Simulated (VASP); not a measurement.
# BC7 (P6/mmm) in VASP: single point with PBE

Aim: the single point of BC7 with PBE.

Everything below comes from runs of VASP 6.6.1. Logs are shortened: lines on timing, memory, paths and dates and some standing lists are left out, and cuts for length are marked.

## Step 1: The cell of the first run

It takes space group P6/mmm (No. 191, hexagonal). Conventional cell: a = 5.046 Å, b = 5.046 Å, c = 8.778 Å, α = 90.00°, β = 90.00°, γ = 120.00°. B (site symmetry -6m2) has 3 C at 1.52 Å within 2.0 Å. Within 1.9 Å of C (site symmetry mm2) lie 3 C at 1.46 Å. Within 1.9 Å of C (site symmetry -6m2) lie 3 C at 1.46 Å. Within 1.9 Å of C (site symmetry mm2) lie 2 C at 1.39 Å and 1 B at 1.52 Å.

## Step 2: Single point, PBE

Input file INCAR:

```
SYSTEM = BC7
  PREC = Accurate
  ENCUT = 520
  EDIFF = 1E-7
  ISMEAR = 0
  SIGMA = 0.1
  LREAL = Auto
  LASPH = .True.
  NELM = 80
  ALGO = Normal
  ISIF = 2
  LWAVE = .False.
  LCHARG = .False.
  GGA = PE
  NBANDS = 45
```

Input file KPOINTS:

```
regular mesh
0
Gamma
  6 6 4
  0 0 0
```

Input file POSCAR:

```
BC7
1.0
    5.0464909473      0.0000000000      0.0000000000
   -2.5232454736      4.3703893603      0.0000000000
    0.0000000000      0.0000000000      8.7779867001
B C
2 14
Direct
    0.3333333333      0.6666666667      0.0000000000
    0.6666666667      0.3333333333      0.0000000000
    0.8333505705      0.1666494295      0.5000000000
    0.6667011410      0.8333505705      0.5000000000
    0.3333333333      0.6666666667      0.5000000000
    0.8333505705      0.6667011410      0.5000000000
    0.1666494295      0.8333505705      0.5000000000
    0.6666666667      0.3333333333      0.5000000000
    0.3332988590      0.1666494295      0.5000000000
    0.1666494295      0.3332988590      0.5000000000
    0.8404481121      0.6808962242      0.0000000000
    0.6808962242      0.8404481121      0.0000000000
    0.8404481121      0.1595518879      0.0000000000
    0.1595518879      0.3191037758      0.0000000000
    0.3191037758      0.1595518879      0.0000000000
    0.1595518879      0.8404481121      0.0000000000
```

Potentials or basis: VASP PAW PBE potentials, release 64 (B, C).

The run is started by

```console
$ cat potpaw_PBE.64/B/POTCAR potpaw_PBE.64/C/POTCAR > POTCAR
$ mpirun -np 1 vasp_std > vasp.out
```

OUTCAR:

```text
SYSTEM = BC7
   PREC = Accurate
   ENCUT = 520
   EDIFF = 1E-7
   ISMEAR = 0
   LREAL = Auto
   LASPH = .True.
   NELM = 80
   ISIF = 2
   GGA = PE

 ion  position               nearest neighbor table
   1  0.333  0.667  0.000-  16 1.52  14 1.52  12 1.52
   2  0.667  0.333  0.000-  13 1.52  11 1.52  15 1.52
   3  0.833  0.167  0.500-   4 1.46  10 1.46   8 1.46
   4  0.667  0.833  0.500-   3 1.46   6 1.46   5 1.46
   5  0.333  0.667  0.500-   7 1.46  10 1.46   4 1.46
   6  0.833  0.667  0.500-   4 1.46   7 1.46   8 1.46
[... 8 lines left out ...]
  15  0.319  0.160  0.000-  16 1.39  14 1.39   2 1.52
  16  0.160  0.840  0.000-  15 1.39  11 1.39   1 1.52

  LATTYP: Found a hexagonal cell.
 ALAT       =     5.0464909473
 C/A-ratio  =     1.7394238475

  Lattice vectors:

 A1 = (   5.0464909473,   0.0000000000,   0.0000000000)
 A2 = (  -2.5232454736,   4.3703893603,   0.0000000000)
 A3 = (   0.0000000000,   0.0000000000,   8.7779867001)

Analysis of symmetry for initial positions (statically):
=====================================================================
 Subroutine PRICEL returns:
 Original cell was already a primitive cell.

 Routine SETGRP: Setting up the symmetry group for a
 hexagonal supercell.

 Subroutine GETGRP returns: Found 24 space group operations
 (whereof 24 operations were pure point group operations)
 out of a pool of 24 trial point group operations.

The static configuration has the point symmetry D_6h.

Analysis of symmetry for dynamics (positions and initial velocities):
=====================================================================
 Subroutine PRICEL returns:
 Original cell was already a primitive cell.

 Routine SETGRP: Setting up the symmetry group for a
 hexagonal supercell.

 Subroutine GETGRP returns: Found 24 space group operations
 (whereof 24 operations were pure point group operations)
 out of a pool of 24 trial point group operations.

The dynamic configuration has the point symmetry D_6h.

 Subroutine INISYM returns: Found 24 space group operations
 (whereof 24 operations are pure point group operations),
 and found     1 'primitive' translations

----------------------------------------------------------------------------------------

                                     Primitive cell
[... 117 lines left out ...]
   EDIFFG = 0.1E-05   stopping-criterion for IOM
   NSW    =      0    number of steps for IOM
   IBRION =     -1    ionic relax: 0-MD 1-quasi-New 2-CG
   NFREE  =      0    steps in history (QN), initial steepest desc. (CG)
   ISIF   =      2    stress and relaxation
   ISYM   =      2    0-nonsym 1-usesym 2-fastsym
   POTIM  = 0.5000    time-step for ionic-motion
   TEBEG  =    0.0;   TEEND  =   0.0 temperature during run
   PSTRESS=    0.0 pullay stress
   NELECT =      62.0000    total number of electrons
   NUPDOWN=      -1.0000    fix difference up-down
   EMIN   =  10.00;   EMAX   =-10.00  energy-range for DOS
   EFERMI =   0.00;   METHOD = LEGACY
   ISMEAR =     0;   SIGMA  =   0.10  broadening in eV -4-tet -1-fermi 0-gaus
   EFERMI_NEDOS =   21; number of points for ismear=-14 and -15
   IALGO  =     38    algorithm
   IMIX   =      4    mixing-type and parameters
     AMIX     =   0.40;   BMIX     =  1.00
     AMIX_MAG =   1.60;   BMIX_MAG =  1.00
  volume/ion in A,a.u.               =      12.10        81.65
  Fermi-wavevector in a.u.,A,eV,Ry     =   1.120049  2.116587 17.068656  1.254511
  Thomas-Fermi vector in A             =   2.256693
   LORBIT       =      0    0 simple, 1 ext, 2 COOP (PROOUT), +10 PAW based schemes
   GGA     = PE    functional components
   LHFCALC =     F    Hartree Fock is set to
   AEXX    =    0.0000 exact exchange contribution
   IVDW    =     0    specifies the selected vdW correction
   LEPSILON=     F    determine dielectric tensor
   LRPA    =     F    only Hartree local field effects (RPA)
 non-spin polarized calculation
 Gauss-broadening in eV      SIGMA  =   0.10
  energy-cutoff  :      520.00
  volume of cell :      193.60
 maximum number of plane-waves:      5247
 NGX is ok and might be reduce to    40
   NGX = 19   NGY = 19   NGZ = 33

 number of electron      62.0000006 magnetization

 Free energy of the ion-electron system (eV)
  ---------------------------------------------------
  ext. energy  EPLUGINS =         0.00000000
  ---------------------------------------------------
  free energy    TOTEN  =      -140.51517079 eV

  energy without entropy =     -140.50571126  energy(sigma->0) =     -140.51044102

 E-fermi :   1.7091     XC(G=0):  -8.3788

 val. band max:        1.3404977574   @ k =   0.0000   0.0000   0.0000
 cond. band min:       1.7347692052   @ k =   0.5000  -0.0000   0.5000
 fundamental gap:      0.3942714479
 Fermi energy:         1.7090849923

 k-point     1 :       0.0000    0.0000    0.0000
  band No.  band energies     occupation
      1     -17.2334      2.00000
      2     -15.2908      2.00000
      3     -12.3007      2.00000
      4     -12.2989      2.00000
      5     -12.2989      2.00000
      6     -11.1209      2.00000
[... 955 lines left out ...]
     42       8.9609      0.00000
     43       8.9609      0.00000
 [bands above 43 left out]

------------------------ aborting loop because EDIFF is reached ----------------------------------------

  FORCE on cell =-STRESS in cart. coord.  units (eV):
  Direction    XX          YY          ZZ          XY          YZ          ZX
  --------------------------------------------------------------------------------------
  -------------------------------------------------------------------------------------
  Total        0.5157777      0.5157777     -0.0676899      0.0000000      0.0000000      0.0000000
  in kB        4.2684340      4.2684340     -0.5601831      0.0000000      0.0000000      0.0000000
  external PRESSURE =       2.6588949 kB  Pullay stress =       0.0000000 kB

 VOLUME and BASIS-vectors are now :
 -----------------------------------------------------------------------------
  energy-cutoff  :      520.00
  volume of cell :      193.60
      direct lattice vectors                 reciprocal lattice vectors
     5.046490947  0.000000000  0.000000000     0.198157494  0.114406283  0.000000000
    -2.523245474  4.370389360  0.000000000     0.000000000  0.228812565  0.000000000
     0.000000000  0.000000000  8.777986700     0.000000000  0.000000000  0.113921339

 POSITION                                       TOTAL-FORCE (eV/Angst)
 -----------------------------------------------------------------------------------
     -0.00000      2.91359      0.00000        -0.000000      0.000000     -0.000000
      2.52325      1.45680      0.00000        -0.000000      0.000000     -0.000000
      3.78500      0.72832      4.38899         0.000278     -0.000161     -0.000000
      1.26175      3.64207      4.38899         0.000278      0.000161     -0.000000
     -0.00000      2.91359      4.38899        -0.000000      0.000000     -0.000000
      2.52325      2.91374      4.38899         0.000000      0.000321     -0.000000
[... 8 lines left out ...]
      1.20777      0.69730      0.00000         0.028573      0.016497      0.000000
     -1.31548      3.67309      0.00000         0.028573     -0.016497      0.000000
 -----------------------------------------------------------------------------------
    total drift:                               -0.000000      0.000000      0.000000

  FREE ENERGIE OF THE ION-ELECTRON SYSTEM (eV)
  ---------------------------------------------------
  free  energy   TOTEN  =      -140.5151707906 eV

  energy  without entropy=     -140.5057112592  energy(sigma->0) =     -140.51044102
```

It took 4.4 min on 1 thread of Intel Xeon Platinum 8259CL at 2.50GHz (Skylake/Cascade Lake), shared host; peak memory 0.38 GiB.

What came out:

- Free energy: -140.5152 eV
- Pressure: 0.3 GPa
- Largest force: 0.033 eV/Å
- Band gap on the k mesh: zero (band 31 reaches 1.75 eV, above the bottom of band 32 at 1.73 eV)

Forces in eV/Å, atoms in the order of the input:
```
B    0.000  0.000  0.000
B    0.000  0.000  0.000
C    0.000  0.000  0.000
C    0.000  0.000  0.000
C    0.000  0.000  0.000
C    0.000  0.000  0.000
C    0.000  0.000  0.000
C    0.000  0.000  0.000
C    0.000  0.000  0.000
C    0.000  0.000  0.000
C    0.000 -0.033  0.000
C   -0.029 -0.016  0.000
C   -0.029  0.016  0.000
C    0.000  0.033  0.000
C    0.029  0.016  0.000
C    0.029 -0.016  0.000
```

Caveat: this functional lacks dispersion, which binds the layers, so the pressure and a relaxed spacing across them are unreliable.
